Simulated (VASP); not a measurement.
# Rb (P6_3/mmc) in VASP: a series of runs

The runs below take Rb through single point, with PBEsol.

Program: VASP 6.6.1. These are calculated values, not measurements. Logs are shortened: lines on timing, memory, paths and dates and some standing lists are left out, and cuts for length are marked.

**1. The cell of the first run**

Symmetry: P6_3/mmc, No. 194, hexagonal system. Conventional cell: a = 5.368 Å, b = 5.368 Å, c = 8.653 Å, α = 90.00°, β = 90.00°, γ = 120.00°.

**2. Single point, PBEsol (strained)**

INCAR

```
SYSTEM = Rb
PREC = Accurate
ENCUT = 520
EDIFF = 1E-6
ISMEAR = 0
SIGMA = 0.1
LREAL = .False.
LASPH = .True.
NELM = 60
ALGO = Fast
ISIF = 2
LWAVE = .False.
LCHARG = .True.
GGA = PS
LELF = .True.
LVHAR = .True.
NBANDS = 16
```

KPOINTS

```
Automatic mesh
0
Gamma
  9 9 6
  0 0 0
```

POSCAR

```
Rb
1.0
    5.3677530673      0.0000000000      0.0000000000
   -2.6838765336      4.6486105175      0.0000000000
    0.0000000000      0.0000000000      8.6526029060
Rb
2
Direct
    0.3333333300      0.6666666700      0.2500000000
    0.6666666700      0.3333333300      0.7500000000
```

Potentials or basis: VASP PAW PBE potentials, release 64 (Rb_sv).

Started as:

```bash
$ cat potpaw_PBE.64/Rb_sv/POTCAR > POTCAR
$ mpirun -np 1 vasp_std > vasp.out
```

OUTCAR:

```text
SYSTEM = Rb
   PREC = Accurate
   ENCUT = 520
   EDIFF = 1E-6
   ISMEAR = 0
   LREAL = .False.
   LASPH = .True.
   NELM = 60
   ISIF = 2
   GGA = PS

 ion  position               nearest neighbor table
   1  0.333  0.667  0.250-   2 5.32   2 5.32   2 5.32   2 5.32   2 5.32   2 5.32
   2  0.667  0.333  0.750-   1 5.32   1 5.32   1 5.32   1 5.32   1 5.32   1 5.32

  LATTYP: Found a hexagonal cell.
 ALAT       =     5.3677530673
 C/A-ratio  =     1.6119599388

  Lattice vectors:

 A1 = (   5.3677530673,   0.0000000000,   0.0000000000)
 A2 = (  -2.6838765336,   4.6486105175,   0.0000000000)
 A3 = (   0.0000000000,   0.0000000000,   8.6526029060)

Analysis of symmetry for initial positions (statically):
=====================================================================
 Subroutine PRICEL returns:
 Original cell was already a primitive cell.

 Routine SETGRP: Setting up the symmetry group for a
 hexagonal supercell.

 Subroutine GETGRP returns: Found 24 space group operations
 (whereof 12 operations were pure point group operations)
 out of a pool of 24 trial point group operations.

The static configuration has the point symmetry D_3d.
 The point group associated with its full space group is D_6h.

Analysis of symmetry for dynamics (positions and initial velocities):
=====================================================================
 Subroutine PRICEL returns:
 Original cell was already a primitive cell.

 Routine SETGRP: Setting up the symmetry group for a
 hexagonal supercell.

 Subroutine GETGRP returns: Found 24 space group operations
 (whereof 12 operations were pure point group operations)
 out of a pool of 24 trial point group operations.

The dynamic configuration has the point symmetry D_3d.
 The point group associated with its full space group is D_6h.

 Subroutine INISYM returns: Found 24 space group operations
 (whereof 12 operations are pure point group operations),
 and found     1 'primitive' translations

----------------------------------------------------------------------------------------

                                     Primitive cell

  volume of cell :     215.9049

  direct lattice vectors                    reciprocal lattice vectors
     5.367753067  0.000000000  0.000000000     0.186297691  0.107559022  0.000000000
    -2.683876534  4.648610517  0.000000000     0.000000000  0.215118044  0.000000000
     0.000000000  0.000000000  8.652602906     0.000000000  0.000000000  0.115572159

  length of vectors
     5.367753067  5.367753067  8.652602906     0.215118044  0.215118044  0.115572159

  position of ions in fractional coordinates (direct lattice)
     0.333333330  0.666666670  0.250000000
     0.666666670  0.333333330  0.750000000

  ion indices of the primitive-cell ions
   primitive index   ion index
                 1           1
                 2           2

----------------------------------------------------------------------------------------

 KPOINTS: Automatic mesh

Automatic generation of k-mesh.
 Grid dimensions read from file:
 generate k-points for:    9    9    6

 Generating k-lattice:

  Cartesian coordinates                     Fractional coordinates (reciprocal lattice)
     0.020699743  0.011951002  0.000000000     0.111111111 -0.000000000  0.000000000
     0.000000000  0.023902005  0.000000000     0.000000000  0.111111111  0.000000000
     0.000000000  0.000000000  0.019262027     0.000000000  0.000000000  0.166666667

  Length of vectors
     0.023902005  0.023902005  0.019262027

  Shift w.r.t. Gamma in fractional coordinates (k-lattice)
     0.000000000  0.000000000  0.000000000

 Subroutine IBZKPT returns following result:
 ===========================================

 Found     48 irreducible k-points:

 Following reciprocal coordinates:
            Coordinates               Weight
  0.000000  0.000000  0.000000      1.000000
  0.111111 -0.000000  0.000000      6.000000
  0.222222  0.000000  0.000000      6.000000
  0.333333  0.000000  0.000000      6.000000
  0.444444  0.000000  0.000000      6.000000
  0.111111  0.111111  0.000000      6.000000
[... 16 lines left out ...]
  0.333333  0.222222  0.166667     24.000000
  0.333333  0.333333  0.166667      4.000000
 [... further k-points ...]
   k-points           NKPTS =     48   k-points in BZ     NKDIM =     48   number of bands    NBANDS=     16
   number of dos      NEDOS =    301   number of ions     NIONS =      2
   total plane-waves  NPLWV = 102400
   dimension x,y,z NGX =    40 NGY =   40 NGZ =   64
   dimension x,y,z NGXF=    80 NGYF=   80 NGZF=  128
   ions per type =               2
   NGX,Y,Z   is equivalent  to a cutoff of  12.39, 12.39, 12.30 a.u.
   NGXF,Y,Z  is equivalent  to a cutoff of  24.78, 24.78, 24.59 a.u.
 SYSTEM =  Rb
   PREC   = accura    normal or accurate (medium, high low for compatibility)
   ISTART =      0    job   : 0-new  1-cont  2-samecut
   ICHARG =      2    charge: 1-file 2-atom 10-const
   ISPIN  =      1    spin polarized calculation?
   LNONCOLLINEAR =      F non collinear calculations
   LSORBIT =      F    spin-orbit coupling
   LASPH  =      T    aspherical Exc in radial PAW
   ENCUT  =  520.0 eV  38.22 Ry    6.18 a.u.   9.98  9.98 16.09*2*pi/ulx,y,z
   NELM   =     60;   NELMIN=  2; NELMDL= -5     # of ELM steps
   EDIFF  = 0.1E-05   stopping-criterion for ELM
   LREAL  =      F    real-space projection
   EDIFFG = 0.1E-04   stopping-criterion for IOM
   NSW    =      0    number of steps for IOM
   IBRION =     -1    ionic relax: 0-MD 1-quasi-New 2-CG
   NFREE  =      0    steps in history (QN), initial steepest desc. (CG)
   ISIF   =      2    stress and relaxation
   ISYM   =      2    0-nonsym 1-usesym 2-fastsym
   POTIM  = 0.5000    time-step for ionic-motion
   TEBEG  =    0.0;   TEEND  =   0.0 temperature during run
   PSTRESS=    0.0 pullay stress
   NELECT =      18.0000    total number of electrons
   NUPDOWN=      -1.0000    fix difference up-down
   EMIN   =  10.00;   EMAX   =-10.00  energy-range for DOS
   EFERMI =   0.00;   METHOD = LEGACY
   ISMEAR =     0;   SIGMA  =   0.10  broadening in eV -4-tet -1-fermi 0-gaus
   EFERMI_NEDOS =   21; number of points for ismear=-14 and -15
   IALGO  =     68    algorithm
   IMIX   =      4    mixing-type and parameters
     AMIX     =   0.40;   BMIX     =  1.00
     AMIX_MAG =   1.60;   BMIX_MAG =  1.00
  volume/ion in A,a.u.               =     107.95       728.50
  Fermi-wavevector in a.u.,A,eV,Ry     =   0.715174  1.351482  6.959018  0.511473
  Thomas-Fermi vector in A             =   1.803265
   LORBIT       =      0    0 simple, 1 ext, 2 COOP (PROOUT), +10 PAW based schemes
   GGA     = PS    functional components
   LHFCALC =     F    Hartree Fock is set to
   AEXX    =    0.0000 exact exchange contribution
   IVDW    =     0    specifies the selected vdW correction
   LEPSILON=     F    determine dielectric tensor
   LRPA    =     F    only Hartree local field effects (RPA)
 non-spin polarized calculation
 RMM-DIIS sequential band-by-band and
 Gauss-broadening in eV      SIGMA  =   0.10
  energy-cutoff  :      520.00
  volume of cell :      215.90
 maximum number of plane-waves:      5850
 NGX is ok and might be reduce to    40
   NGX = 19   NGY = 19   NGZ = 33

 number of electron      18.0000000 magnetization

 Free energy of the ion-electron system (eV)
  ---------------------------------------------------
  ext. energy  EPLUGINS =         0.00000000
  ---------------------------------------------------
  free energy    TOTEN  =        -1.98673548 eV

  energy without entropy =       -1.97486792  energy(sigma->0) =       -1.98080170

 E-fermi :  -0.3773     XC(G=0):  -5.1138

 val. band max:       -0.4103504542   @ k =   0.4444   0.0000   0.3333
 cond. band min:      -0.3737578190   @ k =   0.3333   0.1111   0.5000
 fundamental gap:      0.0365926352
 Fermi energy:        -0.3772949525

 k-point     1 :       0.0000    0.0000    0.0000
  band No.  band energies     occupation
      1     -29.3523      2.00000
      2     -29.3507      2.00000
      3     -13.4633      2.00000
      4     -13.4196      2.00000
      5     -13.4196      2.00000
      6     -13.4117      2.00000
[... 8 lines left out ...]
     15       3.2797      0.00000
     16       3.2800      0.00000

 k-point     2 :       0.1111   -0.0000    0.0000
  band No.  band energies     occupation
      1     -29.3522      2.00000
      2     -29.3506      2.00000
      3     -13.4614      2.00000
      4     -13.4238      2.00000
      5     -13.4210      2.00000
      6     -13.4162      2.00000
[... 8 lines left out ...]
     15       3.2786      0.00000
     16       3.3740      0.00000

 k-point     3 :       0.2222    0.0000    0.0000
  band No.  band energies     occupation
      1     -29.3518      2.00000
      2     -29.3504      2.00000
      3     -13.4559      2.00000
      4     -13.4347      2.00000
      5     -13.4272      2.00000
      6     -13.4244      2.00000
[... 8 lines left out ...]
     15       3.1186      0.00000
     16       3.2245      0.00000

 k-point     4 :       0.3333    0.0000    0.0000
  band No.  band energies     occupation
      1     -29.3512      2.00000
      2     -29.3503      2.00000
      3     -13.4486      2.00000
      4     -13.4471      2.00000
      5     -13.4395      2.00000
      6     -13.4282      2.00000
[... 8 lines left out ...]
     15       2.9853      0.00000
     16       3.3286      0.00000
[... 324 lines left out ...]
 k-point    22 :       0.2222    0.2222    0.1667
  band No.  band energies     occupation
      1     -29.3509      2.00000
      2     -29.3503      2.00000
      3     -13.4503      2.00000
      4     -13.4467      2.00000
      5     -13.4370      2.00000
      6     -13.4326      2.00000
[... 8 lines left out ...]
     15       2.1105      0.00000
     16       3.2271      0.00000

 k-point    23 :       0.3333    0.2222    0.1667
  band No.  band energies     occupation
      1     -29.3506      2.00000
      2     -29.3503      2.00000
      3     -13.4524      2.00000
      4     -13.4476      2.00000
      5     -13.4397      2.00000
      6     -13.4327      2.00000
[... 8 lines left out ...]
     15       2.1062      0.00000
     16       2.8588      0.00000

 k-point    24 :       0.3333    0.3333    0.1667
  band No.  band energies     occupation
      1     -29.3504      2.00000
      2     -29.3504      2.00000
      3     -13.4481      2.00000
      4     -13.4457      2.00000
      5     -13.4457      2.00000
      6     -13.4345      2.00000
[... 8 lines left out ...]
     15       2.3239      0.00000
     16       2.9555      0.00000

 [... further k-points ...]
[... 5 lines left out ...]
  --------------------------------------------------------------------------------------
  -------------------------------------------------------------------------------------
  Total       -0.6154640     -0.6154640     -0.5187254     -0.0000000      0.0000000      0.0000000
  in kB       -4.5672078     -4.5672078     -3.8493345     -0.0000000      0.0000000      0.0000000
  external PRESSURE =      -4.3279167 kB  Pullay stress =       0.0000000 kB

 VOLUME and BASIS-vectors are now :
 -----------------------------------------------------------------------------
  energy-cutoff  :      520.00
  volume of cell :      215.90
      direct lattice vectors                 reciprocal lattice vectors
     5.367753067  0.000000000  0.000000000     0.186297691  0.107559022  0.000000000
    -2.683876534  4.648610517  0.000000000     0.000000000  0.215118044  0.000000000
     0.000000000  0.000000000  8.652602906     0.000000000  0.000000000  0.115572159

 POSITION                                       TOTAL-FORCE (eV/Angst)
 -----------------------------------------------------------------------------------
     -0.00000      3.09907      2.16315        -0.000000      0.000000      0.000000
      2.68388      1.54954      6.48945         0.000000     -0.000000      0.000000
 -----------------------------------------------------------------------------------
    total drift:                               -0.000006      0.000003     -0.000000

  FREE ENERGIE OF THE ION-ELECTRON SYSTEM (eV)
  ---------------------------------------------------
  free  energy   TOTEN  =        -1.9867354792 eV

  energy  without entropy=       -1.9748679236  energy(sigma->0) =       -1.98080170
```

Run time: 2.1 min. Hardware: 1 thread of Intel Xeon 6975P-C (Granite Rapids), shared host; peak memory 0.37 GiB.

What came out:

| Quantity | Value |
| --- | --- |
| Free energy | -1.9867 eV |
| Pressure | -0.4 GPa |
| Band gap on the k mesh | zero (band 9 reaches 0.65 eV, above the bottom of band 10 at -1.55 eV) |

Caveat: the cell differs from its parent crystal (strained); the PAW data sets were made with another functional, which shifts forces and pressure a little.

**3. Single point, PBEsol (strained)**

INCAR

```
PREC = Accurate ; ENCUT = 520
EDIFF = 1E-7 ; ISMEAR = 0
SIGMA = 0.1 ; LREAL = False
LASPH = True ; NELM = 80
ALGO = Normal ; ISIF = 2
LWAVE = False ; LCHARG = True
GGA = PS ; LELF = True
LVHAR = True ; NBANDS = 16
```

KPOINTS

```
Automatic mesh
0
Gamma
  9 9 6
```

POSCAR

```
Rb
1.0
    4.8927689461      0.0000000000      0.0000000000
   -2.4463844730      4.2372622021      0.0000000000
    0.0000000000      0.0000000000      8.6243220118
Rb
2
Direct
    0.3333333300      0.6666666700      0.2500000000
    0.6666666700      0.3333333300      0.7500000000
```

Potentials or basis: VASP PAW PBE potentials, release 64 (Rb_sv).

Started as:

```bash
$ cat potpaw_PBE.64/Rb_sv/POTCAR > POTCAR
$ mpirun -np 1 vasp_std > vasp.out
```

Run time: 60 s. Hardware: 1 thread of Intel Xeon 6975P-C (Granite Rapids), shared host; peak memory 0.32 GiB.

The run converged. Its results:

```
Free energy            : -2.0483 eV
Pressure               : -0.1 GPa
Band gap on the k mesh : zero (band 9 reaches 1.11 eV, above the bottom of band 10 at -1.40 eV)
```

Stress tensor (GPa, compression positive):
```
 0.01  0.00  0.00
 0.00  0.01  0.00
 0.00  0.00 -0.25
```

Levels at points of the mesh, in eV from the Fermi level:
| k point | band 7 | band 8 | band 9 | band 10 | band 11 | band 12 |
| --- | --- | --- | --- | --- | --- | --- |
| (0.00, 0.00, 0.00) | -12.89 | -12.89 | -2.00 | -0.07 | 0.47 | 3.23 |
| (0.00, 0.00, 0.50) | -12.89 | -12.89 | -1.39 | -1.39 | 2.05 | 2.05 |

Caveat: the cell differs from its parent crystal (strained); the PAW data sets were made with another functional, which shifts forces and pressure a little.
